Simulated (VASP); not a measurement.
# SbS2 (Cmcm) in VASP: a series of runs

The runs below take SbS2 through single point, relaxation of cell and atoms, with PBE.

Everything below comes from runs of VASP 6.6.1. Logs are shortened: lines on timing, memory, paths and dates and some standing lists are left out, and cuts for length are marked.

**1. The cell of the first run**

Symmetry: Cmcm, No. 63, orthorhombic system. Conventional cell: a = 10.054 Å, b = 5.096 Å, c = 5.137 Å, α = 90.00°, β = 90.00°, γ = 90.00°. Sb (site symmetry m2m) has 8 S at 2.69 to 3.13 Å and 2 Sb at 3.43 Å within 3.5 Å. S (site symmetry m) has 4 Sb at 2.69 to 3.13 Å and 7 S at 2.79 to 3.46 Å within 3.5 Å.

**2. Single point, PBE**

File INCAR:

```
SYSTEM = SbS2
ALGO = Normal
EDIFF = 1E-7
ENCUT = 520
GGA = PE
ISIF = 2
ISMEAR = 0
LASPH = .TRUE.
LCHARG = .TRUE.
LELF = .TRUE.
LREAL = .FALSE.
LVHAR = .TRUE.
LWAVE = .FALSE.
NBANDS = 26
NELM = 100
PREC = Accurate
SIGMA = 0.1
```

File KPOINTS:

```
k-points
0
G
  4 4 4
  0 0 0
```

File POSCAR:

```
SbS2
1.0
    5.0268365716     -2.5481401846      0.0000000000
    5.0268365716      2.5481401846      0.0000000000
    0.0000000000      0.0000000000      5.1369253411
Sb S
2 4
Direct
    0.7231287994      0.2768712006      0.7500000000
    0.2768712006      0.7231287994      0.2500000000
    0.8665233430      0.4110677516      0.2500000000
    0.5889322484      0.1334766570      0.2500000000
    0.4110677516      0.8665233430      0.7500000000
    0.1334766570      0.5889322484      0.7500000000
```

Potentials or basis: VASP PAW PBE potentials, release 64 (Sb, S).

Run with:

```bash
$ cat potpaw_PBE.64/Sb/POTCAR potpaw_PBE.64/S/POTCAR > POTCAR
$ mpirun -np 1 vasp_std > vasp.out
```

OUTCAR:

```text
SYSTEM = SbS2
   EDIFF = 1E-7
   ENCUT = 520
   GGA = PE
   ISIF = 2
   ISMEAR = 0
   LASPH = .TRUE.
   LREAL = .FALSE.
   NELM = 100
   PREC = Accurate

 ion  position               nearest neighbor table
   1  0.723  0.277  0.750-   5 2.69   6 2.69   4 2.92   3 2.92   4 2.92   3 2.92   6 3.13   5 3.13
                             2 3.43   2 3.43
   2  0.277  0.723  0.250-   3 2.69   4 2.69   6 2.92   5 2.92   6 2.92   5 2.92   3 3.13   4 3.13
                             1 3.43   1 3.43
   3  0.867  0.411  0.250-   2 2.69   4 2.79   1 2.92   1 2.92   2 3.13
   4  0.589  0.133  0.250-   2 2.69   3 2.79   1 2.92   1 2.92   2 3.13
   5  0.411  0.867  0.750-   1 2.69   6 2.79   2 2.92   2 2.92   1 3.13
   6  0.133  0.589  0.750-   1 2.69   5 2.79   2 2.92   2 2.92   1 3.13

  LATTYP: Found a base centered orthorhombic cell.
 ALAT       =     5.0962803692
 B/A-ratio  =     1.9727472617
 C/A-ratio  =     1.0079754191

  Lattice vectors:

 A1 = (  -5.0268365716,  -2.5481401846,   0.0000000000)
 A2 = (   5.0268365716,  -2.5481401846,   0.0000000000)
 A3 = (   0.0000000000,   0.0000000000,   5.1369253411)

Analysis of symmetry for initial positions (statically):
=====================================================================
 Subroutine PRICEL returns:
 Original cell was already a primitive cell.

 Routine SETGRP: Setting up the symmetry group for a
 base centered orthorhombic supercell.

 Subroutine GETGRP returns: Found  8 space group operations
 (whereof  4 operations were pure point group operations)
 out of a pool of  8 trial point group operations.

The static configuration has the point symmetry C_2h.
 The point group associated with its full space group is D_2h.

Analysis of symmetry for dynamics (positions and initial velocities):
=====================================================================
 Subroutine PRICEL returns:
 Original cell was already a primitive cell.

 Routine SETGRP: Setting up the symmetry group for a
 base centered orthorhombic supercell.

 Subroutine GETGRP returns: Found  8 space group operations
 (whereof  4 operations were pure point group operations)
 out of a pool of  8 trial point group operations.

The dynamic configuration has the point symmetry C_2h.
 The point group associated with its full space group is D_2h.

 Subroutine INISYM returns: Found  8 space group operations
 (whereof  4 operations are pure point group operations),
 and found     1 'primitive' translations

----------------------------------------------------------------------------------------

                                     Primitive cell

  volume of cell :     131.5986

  direct lattice vectors                    reciprocal lattice vectors
     5.026836572 -2.548140185  0.000000000     0.099466134 -0.196221543  0.000000000
     5.026836572  2.548140185  0.000000000     0.099466134  0.196221543  0.000000000
     0.000000000  0.000000000  5.136925341     0.000000000  0.000000000  0.194668977

  length of vectors
     5.635787817  5.635787817  5.136925341     0.219991832  0.219991832  0.194668977

  position of ions in fractional coordinates (direct lattice)
     0.723128799  0.276871201  0.750000000
     0.276871201  0.723128799  0.250000000
     0.866523343  0.411067752  0.250000000
     0.588932248  0.133476657  0.250000000
     0.411067752  0.866523343  0.750000000
     0.133476657  0.588932248  0.750000000

  ion indices of the primitive-cell ions
   primitive index   ion index
                 1           1
                 2           2
                 3           3
                 4           4
                 5           5
                 6           6

----------------------------------------------------------------------------------------

 KPOINTS: k-points

Automatic generation of k-mesh.
 Grid dimensions read from file:
 generate k-points for:    4    4    4

 Generating k-lattice:

  Cartesian coordinates                     Fractional coordinates (reciprocal lattice)
     0.024866533 -0.049055386  0.000000000     0.250000000  0.000000000  0.000000000
     0.024866533  0.049055386  0.000000000     0.000000000  0.250000000  0.000000000
     0.000000000  0.000000000  0.048667244     0.000000000  0.000000000  0.250000000

  Length of vectors
     0.054997958  0.054997958  0.048667244

  Shift w.r.t. Gamma in fractional coordinates (k-lattice)
     0.000000000  0.000000000  0.000000000

 Subroutine IBZKPT returns following result:
 ===========================================

 Found     21 irreducible k-points:

 Following reciprocal coordinates:
            Coordinates               Weight
  0.000000  0.000000  0.000000      1.000000
  0.250000  0.000000  0.000000      4.000000
  0.500000  0.000000  0.000000      2.000000
  0.250000  0.250000  0.000000      2.000000
  0.500000  0.250000  0.000000      4.000000
 -0.250000  0.250000  0.000000      2.000000
[... 13 lines left out ...]
 -0.250000  0.250000  0.500000      2.000000
  0.500000  0.500000  0.500000      1.000000
   k-points           NKPTS =     21   k-points in BZ     NKDIM =     21   number of bands    NBANDS=     26
   number of dos      NEDOS =    301   number of ions     NIONS =      6
   total plane-waves  NPLWV =  70560
   dimension x,y,z NGX =    42 NGY =   42 NGZ =   40
   dimension x,y,z NGXF=    84 NGYF=   84 NGZF=   80
   ions per type =               2   4
   NGX,Y,Z   is equivalent  to a cutoff of  12.39, 12.39, 12.95 a.u.
   NGXF,Y,Z  is equivalent  to a cutoff of  24.78, 24.78, 25.89 a.u.
 SYSTEM =  SbS2
   PREC   = accura    normal or accurate (medium, high low for compatibility)
   ISTART =      0    job   : 0-new  1-cont  2-samecut
   ICHARG =      2    charge: 1-file 2-atom 10-const
   ISPIN  =      1    spin polarized calculation?
   LNONCOLLINEAR =      F non collinear calculations
   LSORBIT =      F    spin-orbit coupling
   LASPH  =      T    aspherical Exc in radial PAW
   ENCUT  =  520.0 eV  38.22 Ry    6.18 a.u.  10.48 10.48  9.55*2*pi/ulx,y,z
   NELM   =    100;   NELMIN=  2; NELMDL= -5     # of ELM steps
   EDIFF  = 0.1E-06   stopping-criterion for ELM
   LREAL  =      F    real-space projection
   EDIFFG = 0.1E-05   stopping-criterion for IOM
   NSW    =      0    number of steps for IOM
   IBRION =     -1    ionic relax: 0-MD 1-quasi-New 2-CG
   NFREE  =      0    steps in history (QN), initial steepest desc. (CG)
   ISIF   =      2    stress and relaxation
   ISYM   =      2    0-nonsym 1-usesym 2-fastsym
   POTIM  = 0.5000    time-step for ionic-motion
   TEBEG  =    0.0;   TEEND  =   0.0 temperature during run
   PSTRESS=    0.0 pullay stress
   NELECT =      34.0000    total number of electrons
   NUPDOWN=      -1.0000    fix difference up-down
   EMIN   =  10.00;   EMAX   =-10.00  energy-range for DOS
   EFERMI =   0.00;   METHOD = LEGACY
   ISMEAR =     0;   SIGMA  =   0.10  broadening in eV -4-tet -1-fermi 0-gaus
   EFERMI_NEDOS =   21; number of points for ismear=-14 and -15
   IALGO  =     38    algorithm
   IMIX   =      4    mixing-type and parameters
     AMIX     =   0.40;   BMIX     =  1.00
     AMIX_MAG =   1.60;   BMIX_MAG =  1.00
  volume/ion in A,a.u.               =      21.93       148.01
  Fermi-wavevector in a.u.,A,eV,Ry     =   1.042679  1.970378 14.791980  1.087180
  Thomas-Fermi vector in A             =   2.177355
   LORBIT       =      0    0 simple, 1 ext, 2 COOP (PROOUT), +10 PAW based schemes
   GGA     = PE    functional components
   LHFCALC =     F    Hartree Fock is set to
   AEXX    =    0.0000 exact exchange contribution
   IVDW    =     0    specifies the selected vdW correction
   LEPSILON=     F    determine dielectric tensor
   LRPA    =     F    only Hartree local field effects (RPA)
 non-spin polarized calculation
 Gauss-broadening in eV      SIGMA  =   0.10
  energy-cutoff  :      520.00
  volume of cell :      131.60
 maximum number of plane-waves:      3568
 NGX is ok and might be reduce to    42
   NGX = 21   NGY = 21   NGZ = 19

 number of electron      33.9999998 magnetization

 Free energy of the ion-electron system (eV)
  ---------------------------------------------------
  ext. energy  EPLUGINS =         0.00000000
  ---------------------------------------------------
  free energy    TOTEN  =       -22.84410071 eV

  energy without entropy =      -22.81376501  energy(sigma->0) =      -22.82893286

 E-fermi :   6.1280     XC(G=0): -10.0105

 val. band max:        6.1049090839   @ k =   0.2500   0.0000   0.2500
 cond. band min:       6.1472213779   @ k =   0.5000   0.2500   0.0000
 fundamental gap:      0.0423122940
 Fermi energy:         6.1279807929

 k-point     1 :       0.0000    0.0000    0.0000
  band No.  band energies     occupation
      1      -8.5724      2.00000
      2      -6.2439      2.00000
      3      -5.4292      2.00000
      4      -4.9753      2.00000
      5      -1.9525      2.00000
      6      -1.6736      2.00000
[... 18 lines left out ...]
     25      11.0404      0.00000
     26      12.6539      0.00000

 k-point     2 :       0.2500    0.0000    0.0000
  band No.  band energies     occupation
      1      -8.2834      2.00000
      2      -6.3972      2.00000
      3      -5.5388      2.00000
      4      -5.1362      2.00000
      5      -2.6687      2.00000
      6      -1.8157      2.00000
[... 18 lines left out ...]
     25      12.3337      0.00000
     26      13.8543      0.00000

 k-point     3 :       0.5000    0.0000    0.0000
  band No.  band energies     occupation
      1      -7.7939      2.00000
      2      -6.8470      2.00000
      3      -5.6302      2.00000
      4      -5.2565      2.00000
      5      -2.8425      2.00000
      6      -2.2992      2.00000
[... 18 lines left out ...]
     25      13.7594      0.00000
     26      13.8420      0.00000

 k-point     4 :       0.2500    0.2500    0.0000
  band No.  band energies     occupation
      1      -8.3652      2.00000
      2      -6.2220      2.00000
      3      -5.9752      2.00000
      4      -5.0025      2.00000
      5      -1.9757      2.00000
      6      -1.4334      2.00000
[... 18 lines left out ...]
     25      10.7297      0.00000
     26      13.5267      0.00000

 k-point     5 :       0.5000    0.2500    0.0000
  band No.  band energies     occupation
      1      -7.9691      2.00000
      2      -6.4921      2.00000
      3      -6.1789      2.00000
      4      -5.0502      2.00000
      5      -2.5928      2.00000
      6      -1.8352      2.00000
[... 18 lines left out ...]
     25      11.7506      0.00000
     26      12.8395      0.00000

 k-point     6 :      -0.2500    0.2500    0.0000
  band No.  band energies     occupation
      1      -7.8135      2.00000
      2      -6.7429      2.00000
      3      -5.8755      2.00000
      4      -5.0861      2.00000
      5      -2.9162      2.00000
      6      -2.2073      2.00000
[... 340 lines left out ...]
 k-point    18 :       0.2500    0.2500    0.5000
  band No.  band energies     occupation
      1      -7.3807      2.00000
      2      -7.3807      2.00000
      3      -5.4583      2.00000
      4      -5.4583      2.00000
      5      -2.4925      2.00000
      6      -2.4925      2.00000
[... 18 lines left out ...]
     25      13.7808      0.00000
     26      13.7808      0.00000

 k-point    19 :       0.5000    0.2500    0.5000
  band No.  band energies     occupation
      1      -7.1070      2.00000
      2      -7.1070      2.00000
      3      -5.6311      2.00000
      4      -5.6311      2.00000
      5      -3.2522      2.00000
      6      -3.2522      2.00000
[... 18 lines left out ...]
     25      13.2196      0.00000
     26      13.2196      0.00000

 k-point    20 :      -0.2500    0.2500    0.5000
  band No.  band energies     occupation
      1      -7.0649      2.00000
      2      -7.0649      2.00000
      3      -5.4307      2.00000
      4      -5.4307      2.00000
      5      -3.6783      2.00000
      6      -3.6783      2.00000
[... 18 lines left out ...]
     25      12.5217      0.00000
     26      12.5217      0.00000

 k-point    21 :       0.5000    0.5000    0.5000
  band No.  band energies     occupation
      1      -7.1289      2.00000
      2      -7.1289      2.00000
      3      -5.8454      2.00000
      4      -5.8454      2.00000
      5      -2.6741      2.00000
      6      -2.6741      2.00000
[... 18 lines left out ...]
     25      13.0303      0.00000
     26      13.0303      0.00000

------------------------ aborting loop because EDIFF is reached ----------------------------------------

  FORCE on cell =-STRESS in cart. coord.  units (eV):
  Direction    XX          YY          ZZ          XY          YZ          ZX
  --------------------------------------------------------------------------------------
  -------------------------------------------------------------------------------------
  Total       -0.1648181     -0.1804159     -0.1089554      0.0000000      0.0000000      0.0000000
  in kB       -2.0066157     -2.1965144     -1.3265029      0.0000000      0.0000000      0.0000000
  external PRESSURE =      -1.8432110 kB  Pullay stress =       0.0000000 kB

 VOLUME and BASIS-vectors are now :
 -----------------------------------------------------------------------------
  energy-cutoff  :      520.00
  volume of cell :      131.60
      direct lattice vectors                 reciprocal lattice vectors
     5.026836572 -2.548140185  0.000000000     0.099466134 -0.196221543  0.000000000
     5.026836572  2.548140185  0.000000000     0.099466134  0.196221543  0.000000000
     0.000000000  0.000000000  5.136925341     0.000000000  0.000000000  0.194668977

 POSITION                                       TOTAL-FORCE (eV/Angst)
 -----------------------------------------------------------------------------------
      5.02684     -1.13713      3.85269        -0.000000      0.004018      0.000000
      5.02684      1.13713      1.28423        -0.000000     -0.004018      0.000000
      6.42224     -1.16056      1.28423        -0.026279      0.006783      0.000000
      3.63143     -1.16056      1.28423         0.026279      0.006783      0.000000
      6.42224      1.16056      3.85269        -0.026279     -0.006783     -0.000000
      3.63143      1.16056      3.85269         0.026279     -0.006783     -0.000000
 -----------------------------------------------------------------------------------
    total drift:                               -0.000000     -0.000000      0.000000

  FREE ENERGIE OF THE ION-ELECTRON SYSTEM (eV)
  ---------------------------------------------------
  free  energy   TOTEN  =       -22.8441007071 eV

  energy  without entropy=      -22.8137650110  energy(sigma->0) =      -22.82893286
```

It took 95 s on 1 thread of AMD EPYC 7R43 (Zen 3), shared host; peak memory 0.23 GiB.

What came out:

```yaml
Free_energy: -22.8441 eV
Pressure: -0.2 GPa
Largest_force: 0.027 eV/Å
Band_gap_on_the_k_mesh: zero (band 17 reaches 6.85 eV, above the bottom of band 18 at 5.60 eV)
```

Forces in eV/Å, atoms in the order of the input:
```
Sb   0.000  0.004  0.000
Sb   0.000 -0.004  0.000
S   -0.026  0.007  0.000
S    0.026  0.007  0.000
S   -0.026 -0.007  0.000
S    0.026 -0.007  0.000
```

Caveat: spin-orbit coupling is left out, which moves the levels of the heavy elements.

[end of part 1 of 3]
